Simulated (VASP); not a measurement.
Set up this calculation in VASP 6.6.1, as the native input.

```
Task                   : single point
Functional             : LDA
Potentials or basis    : VASP PAW LDA potentials, release 64 (Zn)
Cutoff                 : 520 eV
k mesh                 : 11 × 11 × 6
Occupations            : fermi-dirac, width 0.05 eV
Spin                   : no spin polarisation
Dipole correction      : no
Further INCAR settings : ALGO = Normal; EDIFF = 1e-06; NBANDS = 19
```

The structure of Zn lies in POSCAR:

```
Zn
1.0
    2.7051356082      0.0000000000      0.0000000000
   -1.3525678041      2.3427161574      0.0000000000
    0.0000000000      0.0000000000      5.0313495994
Zn
2
Direct
    0.6666666667      0.3333333333      0.7500000000
    0.3333333333      0.6666666667      0.2500000000
```

This cell differs from its parent crystal: volume scaled by 1.04.

One way to write it, as run:

INCAR

```
PREC = Accurate
ENCUT = 520
EDIFF = 1E-6
ISMEAR = -1
SIGMA = 0.05
LREAL = False
LASPH = True
NELM = 80
ALGO = Normal
ISIF = 2
LWAVE = False
LCHARG = False
NBANDS = 19
```

KPOINTS

```
regular mesh
0
Gamma
  11 11 6
```

Potentials or basis: VASP PAW LDA potentials, release 64 (Zn).

The run is started by

```console
$ cat potpaw_LDA.64/Zn/POTCAR > POTCAR
$ mpirun -np 1 vasp_std > vasp.out
```

Results of the run:

- Pressure: -10.6 GPa
- Band gap on the k mesh: zero (band 12 reaches 4.24 eV, above the bottom of band 13 at -0.60 eV)

It took 19 s on 1 thread of Intel(R) Xeon(R) Platinum 8259CL CPU @ 2.50GHz (Skylake/Cascade Lake), with other jobs on the host, peak memory 0.15 GiB.
